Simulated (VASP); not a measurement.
# BaZrO3 (Pm-3m) in VASP: single point with PBE0

Aim: the single point of BaZrO3 with PBE0.

All numbers are computed with VASP 6.6.1; they aren't measurements. Logs are shortened: lines on timing, memory, paths and dates and some standing lists are left out, and cuts for length are marked.

### 1 The cell of the first run

The structure is cubic, space group Pm-3m (No. 221). The conventional cell has a = 4.205 Å, b = 4.205 Å, c = 4.205 Å, α = 90.00°, β = 90.00°, γ = 90.00°. Ba (site symmetry m-3m) has 12 O at 2.97 Å and 8 Zr at 3.64 Å within 3.9 Å. Zr (site symmetry m-3m) has 6 O at 2.10 Å within 2.8 Å. Within 2.8 Å of O (site symmetry 4/mmm) lie 2 Zr at 2.10 Å.

### 2 Single point, PBE0

Contents of POSCAR:

```
BaZrO3
1.0
    4.2053404461      0.0000000000      0.0000000000
    0.0000000000      4.2053404461      0.0000000000
    0.0000000000      0.0000000000      4.2053404461
Ba Zr O
1 1 3
Direct
    0.0000000000      0.0000000000      0.0000000000
    0.5000000000      0.5000000000      0.5000000000
    0.5000000000      0.0000000000      0.5000000000
    0.5000000000      0.5000000000      0.0000000000
    0.0000000000      0.5000000000      0.5000000000
```

Contents of INCAR.step1:

```
ALGO     = Normal         # electronic algorithm
EDIFF    = 1E-5           # SCF threshold, eV
ENCUT    = 520            # plane-wave cutoff, eV
GGA      = PE             # functional
ISIF     = 2              # what is computed and relaxed
ISMEAR   = 0              # smearing method
LASPH    = T              # aspherical terms in the spheres
LREAL    = F              # projectors in reciprocal space
LWAVE    = T              # write WAVECAR
NBANDS   = 28             # bands
NELM     = 80             # most SCF steps
PREC     = Accurate       # precision mode
SIGMA    = 0.01           # smearing width, eV
```

Contents of INCAR.step2:

```
AEXX     = 0.25           # exact-exchange fraction
ALGO     = Normal         # electronic algorithm
EDIFF    = 1E-6           # SCF threshold, eV
ENCUT    = 520            # plane-wave cutoff, eV
GGA      = PE             # functional
ISIF     = 2              # what is computed and relaxed
ISMEAR   = 0              # smearing method
ISTART   = 1            
LASPH    = T              # aspherical terms in the spheres
LCHARG   = T              # write CHGCAR
LELF     = T              # ELF
LHFCALC  = T              # exact exchange
LREAL    = F              # projectors in reciprocal space
LVHAR    = T            
LWAVE    = F              # write WAVECAR
NBANDS   = 28             # bands
NELM     = 80             # most SCF steps
PREC     = Accurate       # precision mode
PRECFOCK = Fast         
SIGMA    = 0.01           # smearing width, eV
```

Contents of KPOINTS:

```
k-points
0
Gamma
  4 4 4
```

Potentials or basis: VASP PAW PBE potentials, release 64 (Ba_sv, Zr_sv, O).

Command:

```bash
> cat potpaw_PBE.64/Ba_sv/POTCAR potpaw_PBE.64/Zr_sv/POTCAR potpaw_PBE.64/O/POTCAR > POTCAR
> cp INCAR.step1 INCAR
> mpirun -np 1 vasp_std > vasp.out
> cp INCAR.step2 INCAR
> mpirun -np 1 vasp_std > vasp.out
```

OUTCAR:

```text
AEXX = 0.25
   EDIFF = 1E-6
   ENCUT = 520
   GGA = PE
   ISIF = 2
   ISMEAR = 0
   ISTART = 1
   LASPH = T
   LHFCALC = T
   LREAL = F
   NELM = 80
   PREC = Accurate
   PRECFOCK = Fast

 ion  position               nearest neighbor table
   1  0.000  0.000  0.000-   3 2.97   4 2.97   5 2.97   3 2.97   5 2.97   4 2.97   5 2.97   5 2.97
                             3 2.97   4 2.97   3 2.97   4 2.97   2 3.64   2 3.64   2 3.64   2 3.64
   2  0.500  0.500  0.500-   3 2.10   4 2.10   5 2.10   4 2.10   3 2.10   5 2.10   1 3.64   1 3.64
                             1 3.64   1 3.64   1 3.64   1 3.64   1 3.64   1 3.64
   3  0.500  0.000  0.500-   2 2.10   2 2.10   1 2.97   1 2.97   1 2.97   1 2.97
   4  0.500  0.500  0.000-   2 2.10   2 2.10   1 2.97   1 2.97   1 2.97   1 2.97
   5  0.000  0.500  0.500-   2 2.10   2 2.10   1 2.97   1 2.97   1 2.97   1 2.97

  LATTYP: Found a simple cubic cell.
 ALAT       =     4.2053404461

  Lattice vectors:

 A1 = (   4.2053404461,   0.0000000000,   0.0000000000)
 A2 = (   0.0000000000,   4.2053404461,   0.0000000000)
 A3 = (   0.0000000000,   0.0000000000,   4.2053404461)

Analysis of symmetry for initial positions (statically):
=====================================================================
 Subroutine PRICEL returns:
 Original cell was already a primitive cell.

 Routine SETGRP: Setting up the symmetry group for a
 simple cubic supercell.

 Subroutine GETGRP returns: Found 48 space group operations
 (whereof 48 operations were pure point group operations)
 out of a pool of 48 trial point group operations.

The static configuration has the point symmetry O_h .

Analysis of symmetry for dynamics (positions and initial velocities):
=====================================================================
 Subroutine PRICEL returns:
 Original cell was already a primitive cell.

 Routine SETGRP: Setting up the symmetry group for a
 simple cubic supercell.

 Subroutine GETGRP returns: Found 48 space group operations
 (whereof 48 operations were pure point group operations)
 out of a pool of 48 trial point group operations.

The dynamic configuration has the point symmetry O_h .

 Subroutine INISYM returns: Found 48 space group operations
 (whereof 48 operations are pure point group operations),
 and found     1 'primitive' translations

----------------------------------------------------------------------------------------

                                     Primitive cell

  volume of cell :      74.3710

  direct lattice vectors                    reciprocal lattice vectors
     4.205340446  0.000000000  0.000000000     0.237792876  0.000000000  0.000000000
     0.000000000  4.205340446  0.000000000     0.000000000  0.237792876  0.000000000
     0.000000000  0.000000000  4.205340446     0.000000000  0.000000000  0.237792876

  length of vectors
     4.205340446  4.205340446  4.205340446     0.237792876  0.237792876  0.237792876

  position of ions in fractional coordinates (direct lattice)
     0.000000000  0.000000000  0.000000000
     0.500000000  0.500000000  0.500000000
     0.500000000  0.000000000  0.500000000
     0.500000000  0.500000000  0.000000000
     0.000000000  0.500000000  0.500000000

  ion indices of the primitive-cell ions
   primitive index   ion index
                 1           1
                 2           2
                 3           3
                 4           4
                 5           5

----------------------------------------------------------------------------------------

 KPOINTS: k-points

Automatic generation of k-mesh.
 Grid dimensions read from file:
 generate k-points for:    4    4    4

 Generating k-lattice:

  Cartesian coordinates                     Fractional coordinates (reciprocal lattice)
     0.059448219  0.000000000  0.000000000     0.250000000  0.000000000  0.000000000
     0.000000000  0.059448219  0.000000000     0.000000000  0.250000000  0.000000000
     0.000000000  0.000000000  0.059448219     0.000000000  0.000000000  0.250000000

  Length of vectors
     0.059448219  0.059448219  0.059448219

  Shift w.r.t. Gamma in fractional coordinates (k-lattice)
     0.000000000  0.000000000  0.000000000

 Subroutine IBZKPT returns following result:
 ===========================================

 Found     10 irreducible k-points:

 Following reciprocal coordinates:
            Coordinates               Weight
  0.000000  0.000000  0.000000      1.000000
  0.250000  0.000000  0.000000      6.000000
  0.500000  0.000000  0.000000      3.000000
  0.250000  0.250000  0.000000     12.000000
  0.500000  0.250000  0.000000     12.000000
  0.500000  0.500000  0.000000      3.000000
  0.250000  0.250000  0.250000      8.000000
  0.500000  0.250000  0.250000     12.000000
  0.500000  0.500000  0.250000      6.000000
  0.500000  0.500000  0.500000      1.000000
   k-points           NKPTS =     10   k-points in BZ     NKDIM =     64   number of bands    NBANDS=     28
   number of dos      NEDOS =    301   number of ions     NIONS =      5
   total plane-waves  NPLWV =  32768
   dimension x,y,z NGX =    32 NGY =   32 NGZ =   32
   dimension x,y,z NGXF=    64 NGYF=   64 NGZF=   64
   ions per type =               1   1   3
   NGX,Y,Z   is equivalent  to a cutoff of  12.65, 12.65, 12.65 a.u.
   NGXF,Y,Z  is equivalent  to a cutoff of  25.30, 25.30, 25.30 a.u.
 SYSTEM =  unknown system
   PREC   = accura    normal or accurate (medium, high low for compatibility)
   ISTART =      1    job   : 0-new  1-cont  2-samecut
   ICHARG =      0    charge: 1-file 2-atom 10-const
   ISPIN  =      1    spin polarized calculation?
   LNONCOLLINEAR =      F non collinear calculations
   LSORBIT =      F    spin-orbit coupling
   LASPH  =      T    aspherical Exc in radial PAW
   ENCUT  =  520.0 eV  38.22 Ry    6.18 a.u.   7.82  7.82  7.82*2*pi/ulx,y,z
   NELM   =     80;   NELMIN=  2; NELMDL=  0     # of ELM steps
   EDIFF  = 0.1E-05   stopping-criterion for ELM
   LREAL  =      F    real-space projection
   EDIFFG = 0.1E-04   stopping-criterion for IOM
   NSW    =      0    number of steps for IOM
   IBRION =     -1    ionic relax: 0-MD 1-quasi-New 2-CG
   NFREE  =      0    steps in history (QN), initial steepest desc. (CG)
   ISIF   =      2    stress and relaxation
   ISYM   =      3    0-nonsym 1-usesym 2-fastsym
   POTIM  = 0.5000    time-step for ionic-motion
   TEBEG  =    0.0;   TEEND  =   0.0 temperature during run
   PSTRESS=    0.0 pullay stress
   NELECT =      40.0000    total number of electrons
   NUPDOWN=      -1.0000    fix difference up-down
   EMIN   =  10.00;   EMAX   =-10.00  energy-range for DOS
   EFERMI =   0.00;   METHOD = LEGACY
   ISMEAR =     0;   SIGMA  =   0.01  broadening in eV -4-tet -1-fermi 0-gaus
   EFERMI_NEDOS =   21; number of points for ismear=-14 and -15
   IALGO  =     38    algorithm
   IMIX   =      1    mixing-type and parameters
     AMIX     =   0.40;   BMIX     =  1.00
     AMIX_MAG =   1.60;   BMIX_MAG =  1.00
  volume/ion in A,a.u.               =      14.87       100.38
  Fermi-wavevector in a.u.,A,eV,Ry     =   1.331354  2.515895 24.116387  1.772504
  Thomas-Fermi vector in A             =   2.460372
   LORBIT       =      0    0 simple, 1 ext, 2 COOP (PROOUT), +10 PAW based schemes
   GGA     = PE    functional components
   LHFCALC =     T    Hartree Fock is set to
   PRECFOCK=fast      Normal, Fast or Accurate (Low or Medium for compatibility)
   ENCUT4O =  -1.0   cutoff for four orbital integrals eV
   NKREDX  =     1    reduce k-point grid by
   NKREDY  =     1    reduce k-point grid by
   NKREDZ  =     1    reduce k-point grid by
   AEXX    =    0.2500 exact exchange contribution
   HFSCREEN=    0.0000 screening length (either q_TF or 0.3 A-1)
   HFSCREENC=   0.0000 screening length for correlation (either q_TF or 0.3 A-1)
   ENCUTFOCK=  -1.0 apply spherical cutoff to Coloumb kernel
   IVDW    =     0    specifies the selected vdW correction
   LEPSILON=     F    determine dielectric tensor
   LRPA    =     F    only Hartree local field effects (RPA)
 non-spin polarized calculation
 Gauss-broadening in eV      SIGMA  =   0.01
  energy-cutoff  :      520.00
  volume of cell :       74.37
 maximum number of plane-waves:      2016
 NGX is ok and might be reduce to    32
  NGX = 18; NGY = 18; NGZ = 18

 number of electron      39.9999994 magnetization

 Free energy of the ion-electron system (eV)
  ---------------------------------------------------
  ext. energy  EPLUGINS =         0.00000000
  ---------------------------------------------------
  free energy    TOTEN  =       -52.57288003 eV

  energy without entropy =      -52.57288003  energy(sigma->0) =      -52.57288003

 E-fermi :   2.3550     XC(G=0):  -8.4377

 val. band max:        2.2864605099   @ k =   0.5000   0.5000   0.5000
 cond. band min:       7.6958921168   @ k =   0.0000   0.0000   0.0000
 fundamental gap:      5.4094316069
 Fermi energy:         2.3550211636

 k-point     1 :       0.0000    0.0000    0.0000
  band No.  band energies     occupation
      1     -47.7126      2.00000
      2     -24.4731      2.00000
      3     -24.4731      2.00000
      4     -24.4731      2.00000
      5     -24.4335      2.00000
      6     -15.6809      2.00000
[... 20 lines left out ...]
     27      12.0538      0.00000
     28      12.0538      0.00000

 k-point     2 :       0.2500    0.0000    0.0000
  band No.  band energies     occupation
      1     -47.7107      2.00000
      2     -24.7199      2.00000
      3     -24.4680      2.00000
      4     -24.4680      2.00000
      5     -24.2998      2.00000
      6     -15.7241      2.00000
[... 20 lines left out ...]
     27      12.0561      0.00000
     28      12.5807      0.00000

 k-point     3 :       0.5000    0.0000    0.0000
  band No.  band energies     occupation
      1     -47.7089      2.00000
      2     -24.8780      2.00000
      3     -24.4631      2.00000
      4     -24.4631      2.00000
      5     -24.2465      2.00000
      6     -15.8343      2.00000
[... 20 lines left out ...]
     27      12.0394      0.00000
     28      13.2873      0.00000

 k-point     4 :       0.2500    0.2500    0.0000
  band No.  band energies     occupation
      1     -47.7089      2.00000
      2     -24.7114      2.00000
      3     -24.6183      2.00000
      4     -24.4631      2.00000
      5     -24.2779      2.00000
      6     -15.6054      2.00000
[... 144 lines left out ...]
     27      12.3578      0.00000
     28      13.5321      0.00000

 k-point     9 :       0.5000    0.5000    0.2500
  band No.  band energies     occupation
      1     -47.7034      2.00000
      2     -24.7494      2.00000
      3     -24.7494      2.00000
      4     -24.6028      2.00000
      5     -24.3094      2.00000
      6     -14.9619      2.00000
[... 20 lines left out ...]
     27      12.8901      0.00000
     28      14.1821      0.00000

 k-point    10 :       0.5000    0.5000    0.5000
  band No.  band energies     occupation
      1     -47.7015      2.00000
      2     -24.7431      2.00000
      3     -24.7431      2.00000
      4     -24.7431      2.00000
      5     -24.2899      2.00000
      6     -14.3603      2.00000
[... 20 lines left out ...]
     27      13.9123      0.00000
     28      13.9123      0.00000

------------------------ aborting loop because EDIFF is reached ----------------------------------------

  FORCE on cell =-STRESS in cart. coord.  units (eV):
  Direction    XX          YY          ZZ          XY          YZ          ZX
  --------------------------------------------------------------------------------------
  -------------------------------------------------------------------------------------
  Total       -0.2842621     -0.2842621     -0.2842621     -0.0000000     -0.0000000      0.0000000
  in kB       -6.1238717     -6.1238717     -6.1238717     -0.0000000     -0.0000000      0.0000000
  external PRESSURE =      -6.1238717 kB  Pullay stress =       0.0000000 kB

 VOLUME and BASIS-vectors are now :
 -----------------------------------------------------------------------------
  energy-cutoff  :      520.00
  volume of cell :       74.37
      direct lattice vectors                 reciprocal lattice vectors
     4.205340446  0.000000000  0.000000000     0.237792876  0.000000000  0.000000000
     0.000000000  4.205340446  0.000000000     0.000000000  0.237792876  0.000000000
     0.000000000  0.000000000  4.205340446     0.000000000  0.000000000  0.237792876

 POSITION                                       TOTAL-FORCE (eV/Angst)
 -----------------------------------------------------------------------------------
      0.00000      0.00000      0.00000         0.000000      0.000000      0.000000
      2.10267      2.10267      2.10267         0.000000      0.000000      0.000000
      2.10267      0.00000      2.10267         0.000000      0.000000      0.000000
      2.10267      2.10267      0.00000         0.000000      0.000000      0.000000
      0.00000      2.10267      2.10267         0.000000      0.000000      0.000000
 -----------------------------------------------------------------------------------
    total drift:                                0.000000     -0.000000     -0.000000

  FREE ENERGIE OF THE ION-ELECTRON SYSTEM (eV)
  ---------------------------------------------------
  free  energy   TOTEN  =       -52.5728800259 eV

  energy  without entropy=      -52.5728800259  energy(sigma->0) =      -52.57288003
```

It took 41 min on 1 thread of Oxide Virtual Turin-like, shared host; peak memory 0.17 GiB.

What came out:

```yaml
Free_energy: -52.5729 eV
Pressure: -0.6 GPa
Band_gap_on_the_k_mesh: 5.41 eV (least direct gap 5.71 eV)
```

Levels at points of the mesh, in eV from the valence-band top:
```tsv
k point	band 17	band 18	band 19	band 20	band 21	band 22	band 23	band 24
(0.00, 0.00, 0.00)	-1.05	-0.30	-0.30	-0.30	5.41	5.41	5.41	6.88
(0.50, 0.00, 0.00)	-1.82	-1.74	-0.58	-0.58	5.89	8.12	8.12	8.75
(0.50, 0.50, 0.00)	-1.00	-1.00	-1.00	-0.08	8.08	8.08	8.83	8.89
(0.50, 0.50, 0.50)	-2.69	0.00	0.00	0.00	8.25	8.25	8.25	9.55
```

Caveat: the PAW data sets were made with another functional, which shifts forces and pressure a little; spin-orbit coupling is left out, which moves the levels of the heavy elements. A k mesh can miss the band edges.
